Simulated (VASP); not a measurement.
# GaN (P6_3mc) in VASP: a series of runs, part 3 of 3

VASP 6.6.1. Earlier steps stand in the parts before.

## (4) Single point, PBEsol (in-plane strain -0.005, then relaxed in part)

INCAR reads:

```
PREC     = Accurate       # precision mode
ENCUT    = 520            # plane-wave cutoff, eV
EDIFF    = 1E-6           # SCF threshold, eV
ISMEAR   = 0              # smearing method
SIGMA    = 0.01           # smearing width, eV
LREAL    = F              # projectors in reciprocal space
LASPH    = T              # aspherical terms in the spheres
NELM     = 60             # most SCF steps
ALGO     = Normal         # electronic algorithm
ISIF     = 2              # what is computed and relaxed
LWAVE    = F              # write WAVECAR
LCHARG   = T              # write CHGCAR
GGA      = PS             # functional
LELF     = T              # ELF
LVHAR    = T            
NBANDS   = 26             # bands
```

KPOINTS reads:

```
regular mesh
0
Gamma
  8 8 4
```

POSCAR reads:

```
GaN
1.0
    3.1666617225      0.0000000000      0.0000000000
   -1.5833308612      2.7424094969      0.0000000000
    0.0000000000      0.0000000000      5.1973187208
Ga N
2 2
Direct
    0.3333333333      0.6666666667     -0.0001762337
    0.6666666667      0.3333333333      0.4998237663
    0.3333333333      0.6666666667      0.3751762337
    0.6666666667      0.3333333333      0.8751762337
```

Potentials or basis: VASP PAW PBE potentials, release 64 (Ga_d, N).

The run is started by

```bash
$ cat potpaw_PBE.64/Ga_d/POTCAR potpaw_PBE.64/N/POTCAR > POTCAR
$ mpirun -np 1 vasp_std > vasp.out
```

OUTCAR:

```text
PREC = Accurate
   ENCUT = 520
   EDIFF = 1E-6
   ISMEAR = 0
   LREAL = F
   LASPH = T
   NELM = 60
   ISIF = 2
   GGA = PS

 ion  position               nearest neighbor table
   1  0.333  0.667  1.000-   4 1.94   4 1.94   4 1.94   3 1.95
   2  0.667  0.333  0.500-   3 1.94   3 1.94   3 1.94   4 1.95
   3  0.333  0.667  0.375-   2 1.94   2 1.94   2 1.94   1 1.95
   4  0.667  0.333  0.875-   1 1.94   1 1.94   1 1.94   2 1.95

  LATTYP: Found a hexagonal cell.
 ALAT       =     3.1666617225
 C/A-ratio  =     1.6412611059

  Lattice vectors:

 A1 = (   3.1666617225,   0.0000000000,   0.0000000000)
 A2 = (  -1.5833308612,   2.7424094969,   0.0000000000)
 A3 = (   0.0000000000,   0.0000000000,   5.1973187208)

Analysis of symmetry for initial positions (statically):
=====================================================================
 Subroutine PRICEL returns:
 Original cell was already a primitive cell.

 Routine SETGRP: Setting up the symmetry group for a
 hexagonal supercell.

 Subroutine GETGRP returns: Found 12 space group operations
 (whereof  6 operations were pure point group operations)
 out of a pool of 24 trial point group operations.

The static configuration has the point symmetry C_3v.
 The point group associated with its full space group is C_6v.

Analysis of symmetry for dynamics (positions and initial velocities):
=====================================================================
 Subroutine PRICEL returns:
 Original cell was already a primitive cell.

 Routine SETGRP: Setting up the symmetry group for a
 hexagonal supercell.

 Subroutine GETGRP returns: Found 12 space group operations
 (whereof  6 operations were pure point group operations)
 out of a pool of 24 trial point group operations.

The dynamic configuration has the point symmetry C_3v.
 The point group associated with its full space group is C_6v.

 Subroutine INISYM returns: Found 12 space group operations
 (whereof  6 operations are pure point group operations),
[... 113 lines left out ...]
   EMIN   =  10.00;   EMAX   =-10.00  energy-range for DOS
   EFERMI =   0.00;   METHOD = LEGACY
   ISMEAR =     0;   SIGMA  =   0.01  broadening in eV -4-tet -1-fermi 0-gaus
   EFERMI_NEDOS =   21; number of points for ismear=-14 and -15
   IALGO  =     38    algorithm
   IMIX   =      4    mixing-type and parameters
     AMIX     =   0.40;   BMIX     =  1.00
     AMIX_MAG =   1.60;   BMIX_MAG =  1.00
  volume/ion in A,a.u.               =      11.28        76.15
  Fermi-wavevector in a.u.,A,eV,Ry     =   1.518231  2.869041 31.361779  2.305026
  Thomas-Fermi vector in A             =   2.627380
   LORBIT       =      0    0 simple, 1 ext, 2 COOP (PROOUT), +10 PAW based schemes
   GGA     = PS    functional components
   LHFCALC =     F    Hartree Fock is set to
   AEXX    =    0.0000 exact exchange contribution
   IVDW    =     0    specifies the selected vdW correction
   LEPSILON=     F    determine dielectric tensor
   LRPA    =     F    only Hartree local field effects (RPA)
 non-spin polarized calculation
 Gauss-broadening in eV      SIGMA  =   0.01
  energy-cutoff  :      520.00
  volume of cell :       45.13
 maximum number of plane-waves:      1236
 NGX is ok and might be reduce to    24
   NGX = 11   NGY = 11   NGZ = 19

 number of electron      36.0000004 magnetization

 Free energy of the ion-electron system (eV)
  ---------------------------------------------------
  ext. energy  EPLUGINS =         0.00000000
  ---------------------------------------------------
  free energy    TOTEN  =       -26.26524781 eV

  energy without entropy =      -26.26524781  energy(sigma->0) =      -26.26524781

 E-fermi :   5.4506     XC(G=0): -11.9708

 val. band max:        5.3374602410   @ k =   0.0000   0.0000   0.0000
 cond. band min:       7.2534888641   @ k =   0.0000   0.0000   0.0000
 fundamental gap:      1.9160286232
 Fermi energy:         5.4506057810

 k-point     1 :       0.0000    0.0000    0.0000
  band No.  band energies     occupation
      1     -10.7628      2.00000
      2      -9.7720      2.00000
      3      -8.0950      2.00000
      4      -8.0765      2.00000
      5      -8.0765      2.00000
      6      -8.0132      2.00000
[... 685 lines left out ...]
     25      17.4376      0.00000
     26      17.4376      0.00000

 [... further k-points ...]
[... 5 lines left out ...]
  --------------------------------------------------------------------------------------
  -------------------------------------------------------------------------------------
  Total        0.5697044      0.5697044     -0.0304578      0.0000000      0.0000000      0.0000000
  in kB       20.2230588     20.2230588     -1.0811753      0.0000000      0.0000000      0.0000000
  external PRESSURE =      13.1216474 kB  Pullay stress =       0.0000000 kB

 VOLUME and BASIS-vectors are now :
 -----------------------------------------------------------------------------
  energy-cutoff  :      520.00
  volume of cell :       45.13
      direct lattice vectors                 reciprocal lattice vectors
     3.166661723  0.000000000  0.000000000     0.315789967  0.182321422  0.000000000
    -1.583330861  2.742409497  0.000000000     0.000000000  0.364642845  0.000000000
     0.000000000  0.000000000  5.197318721     0.000000000  0.000000000  0.192406903

 POSITION                                       TOTAL-FORCE (eV/Angst)
 -----------------------------------------------------------------------------------
     -0.00000      1.82827      5.19640         0.000000     -0.000000     -0.000835
      1.58333      0.91414      2.59774        -0.000000      0.000000     -0.000835
     -0.00000      1.82827      1.94991         0.000000      0.000000      0.000835
      1.58333      0.91414      4.54857        -0.000000     -0.000000      0.000835
 -----------------------------------------------------------------------------------
    total drift:                               -0.000001     -0.000001     -0.000299

  FREE ENERGIE OF THE ION-ELECTRON SYSTEM (eV)
  ---------------------------------------------------
  free  energy   TOTEN  =       -26.2652478147 eV

  energy  without entropy=      -26.2652478147  energy(sigma->0) =      -26.26524781
```

It took 19 s on 1 thread of Intel Xeon 6975P-C (Granite Rapids), shared host; peak memory 0.17 GiB.

Results:

```yaml
Free_energy: -26.2652 eV
Pressure: 1.3 GPa
Band_gap_on_the_k_mesh: 1.92 eV, direct
```

Levels at points of the mesh, in eV from the valence-band top:
| k point | band 14 | band 15 | band 16 | band 17 | band 18 | band 19 | band 20 | band 21 | band 22 | band 23 |
| --- | --- | --- | --- | --- | --- | --- | --- | --- | --- | --- |
| (0.00, 0.00, 0.00) | -1.04 | -1.04 | -0.09 | 0.00 | 0.00 | 1.92 | 4.33 | 9.09 | 9.91 | 9.91 |
| (0.50, 0.00, 0.00) | -5.41 | -4.33 | -2.79 | -2.31 | -1.03 | 5.00 | 5.54 | 5.90 | 8.60 | 10.27 |
| (0.00, 0.00, 0.50) | -3.96 | -0.53 | -0.53 | -0.53 | -0.53 | 4.28 | 4.28 | 8.38 | 8.38 | 10.43 |
| (0.50, 0.00, 0.50) | -6.74 | -1.99 | -1.99 | -1.99 | -1.99 | 4.29 | 4.29 | 7.74 | 7.74 | 9.91 |

Caveat: the cell differs from its parent crystal (in-plane strain -0.005, then relaxed in part); the PAW data sets were made with another functional, which shifts forces and pressure a little.

## (5) Single point, PBEsol (in-plane strain -0.005)

INCAR reads:

```
ALGO = Normal
EDIFF = 1E-6
ENCUT = 520
GGA = PS
ISIF = 2
ISMEAR = 0
LASPH = True
LCHARG = False
LREAL = False
LWAVE = False
NBANDS = 26
NELM = 100
PREC = Accurate
SIGMA = 0.01
```

KPOINTS reads:

```
k-points
0
Gamma
  8 8 4
```

POSCAR reads:

```
GaN
1.0
    3.1666617225      0.0000000000      0.0000000000
   -1.5833308612      2.7424094969      0.0000000000
    0.0000000000      0.0000000000      5.2009664331
Ga N
2 2
Direct
    0.3333333333      0.6666666667     -0.0008061560
    0.6666666667      0.3333333333      0.4991938440
    0.3333333333      0.6666666667      0.3758061560
    0.6666666667      0.3333333333      0.8758061560
```

Potentials or basis: VASP PAW PBE potentials, release 64 (Ga_d, N).

The run is started by

```bash
$ cat potpaw_PBE.64/Ga_d/POTCAR potpaw_PBE.64/N/POTCAR > POTCAR
$ mpirun -np 1 vasp_std > vasp.out
```

OUTCAR:

```text
EDIFF = 1E-6
   ENCUT = 520
   GGA = PS
   ISIF = 2
   ISMEAR = 0
   LASPH = True
   LREAL = False
   NELM = 100
   PREC = Accurate

 ion  position               nearest neighbor table
   1  0.333  0.667  0.999-   4 1.94   4 1.94   4 1.94   3 1.96
   2  0.667  0.333  0.499-   3 1.94   3 1.94   3 1.94   4 1.96
   3  0.333  0.667  0.376-   2 1.94   2 1.94   2 1.94   1 1.96
   4  0.667  0.333  0.876-   1 1.94   1 1.94   1 1.94   2 1.96

  LATTYP: Found a hexagonal cell.
[... 890 lines left out ...]
     25      17.4483      0.00000
     26      17.4483      0.00000

 [... further k-points ...]
[... 5 lines left out ...]
  --------------------------------------------------------------------------------------
  -------------------------------------------------------------------------------------
  Total        0.6293621      0.6293621     -0.2392796      0.0000000      0.0000000      0.0000000
  in kB       22.3250874     22.3250874     -8.4878618      0.0000000      0.0000000      0.0000000
  external PRESSURE =      12.0541043 kB  Pullay stress =       0.0000000 kB

 VOLUME and BASIS-vectors are now :
 -----------------------------------------------------------------------------
  energy-cutoff  :      520.00
  volume of cell :       45.17
      direct lattice vectors                 reciprocal lattice vectors
     3.166661723  0.000000000  0.000000000     0.315789967  0.182321422  0.000000000
    -1.583330861  2.742409497  0.000000000     0.000000000  0.364642845  0.000000000
     0.000000000  0.000000000  5.200966433     0.000000000  0.000000000  0.192271958

 POSITION                                       TOTAL-FORCE (eV/Angst)
 -----------------------------------------------------------------------------------
     -0.00000      1.82827      5.19677         0.000000     -0.000000      0.080943
      1.58333      0.91414      2.59629        -0.000000      0.000000      0.080943
     -0.00000      1.82827      1.95456         0.000000      0.000000     -0.080943
      1.58333      0.91414      4.55504        -0.000000     -0.000000     -0.080943
 -----------------------------------------------------------------------------------
    total drift:                               -0.000001     -0.000001     -0.000578

  FREE ENERGIE OF THE ION-ELECTRON SYSTEM (eV)
  ---------------------------------------------------
  free  energy   TOTEN  =       -26.2646278990 eV

  energy  without entropy=      -26.2646278990  energy(sigma->0) =      -26.26462790
```

OSZICAR:

```text
N       E                     dE             d eps       ncg     rms          rms(c)
DAV:   1     0.279454939126E+03    0.27945E+03   -0.17705E+04  1704   0.261E+03
DAV:   2     0.655207222499E+01   -0.27290E+03   -0.25729E+03  1688   0.493E+02
DAV:   3    -0.286964182265E+02   -0.35248E+02   -0.34749E+02  1870   0.143E+02
DAV:   4    -0.299071739734E+02   -0.12108E+01   -0.12047E+01  1828   0.283E+01
DAV:   5    -0.299335237755E+02   -0.26350E-01   -0.26321E-01  1920   0.408E+00    0.103E+01
DAV:   6    -0.262573577844E+02    0.36762E+01   -0.87694E+00  2590   0.490E+01    0.310E+00
DAV:   7    -0.263079935048E+02   -0.50636E-01   -0.12331E+00  1650   0.804E+00    0.263E+00
DAV:   8    -0.262845456984E+02    0.23448E-01   -0.18435E-01  2600   0.502E+00    0.112E+00
DAV:   9    -0.262641663164E+02    0.20379E-01   -0.56846E-02  2536   0.388E+00    0.349E-01
DAV:  10    -0.262647140598E+02   -0.54774E-03   -0.51431E-03  1640   0.496E-01    0.124E-01
DAV:  11    -0.262646362345E+02    0.77825E-04   -0.57283E-04  2330   0.460E-01    0.652E-02
DAV:  12    -0.262646498733E+02   -0.13639E-04   -0.77562E-05  1654   0.595E-02    0.856E-02
DAV:  13    -0.262646322254E+02    0.17648E-04   -0.18497E-05  1858   0.465E-02    0.474E-02
DAV:  14    -0.262646284513E+02    0.37740E-05   -0.88164E-06  2318   0.239E-02    0.215E-02
DAV:  15    -0.262646278990E+02    0.55231E-06   -0.61724E-07   940   0.797E-03
   1 F= -.26264628E+02 E0= -.26264628E+02  d E =-.305377E-67
```

It took 17 s on 1 thread of Intel Xeon 6975P-C (Granite Rapids), shared host; peak memory 0.17 GiB.

Results:

```yaml
Free_energy: -26.2646 eV
Pressure: 1.2 GPa
Largest_force: 0.081 eV/Å
Band_gap_on_the_k_mesh: 1.92 eV, direct
```

Forces in eV/Å, atoms in the order of the input:
```
Ga   0.000  0.000  0.081
Ga   0.000  0.000  0.081
N    0.000  0.000 -0.081
N    0.000  0.000 -0.081
```

Levels at points of the mesh, in eV from the valence-band top:
```tsv
k point	band 16	band 17	band 18	band 19	band 20	band 21
(0.00, 0.00, 0.00)	-0.07	0.00	0.00	1.92	4.32	9.09
(0.50, 0.00, 0.00)	-2.79	-2.28	-1.04	5.01	5.54	5.91
(0.00, 0.00, 0.50)	-0.53	-0.53	-0.53	4.28	4.28	8.37
(0.50, 0.00, 0.50)	-1.99	-1.97	-1.97	4.30	4.30	7.72
```

Caveat: the cell differs from its parent crystal (in-plane strain -0.005); the PAW data sets were made with another functional, which shifts forces and pressure a little.

## (6) Summary

```csv
cell,gap on the mesh (eV),pressure (GPa),largest force (eV/Å)
"a = 3.151, b = 3.151, c = 5.211 Å, angles 90.0, 90.0, 120.0°, 4 atoms",1.93,2.7,-
"a = 3.151, b = 3.151, c = 5.217 Å, angles 90.0, 90.0, 120.0°, 4 atoms",1.94,2.6,0.16
"a = 3.167, b = 3.167, c = 5.197 Å, angles 90.0, 90.0, 120.0°, 4 atoms",1.92,1.3,-
"a = 3.167, b = 3.167, c = 5.201 Å, angles 90.0, 90.0, 120.0°, 4 atoms",1.92,1.2,0.08
```

Alike in all rows: task single point; level PBEsol; potentials or basis VASP PAW PBE potentials, release 64 (Ga_d, N); no spin polarisation; k mesh 8 × 8 × 4; cutoff (eV) 520; smearing gaussian 0.01 eV.

Caveats: the PAW data sets were made with another functional, which shifts forces and pressure a little.

Absolute energies hang on the potentials; compare differences alone.
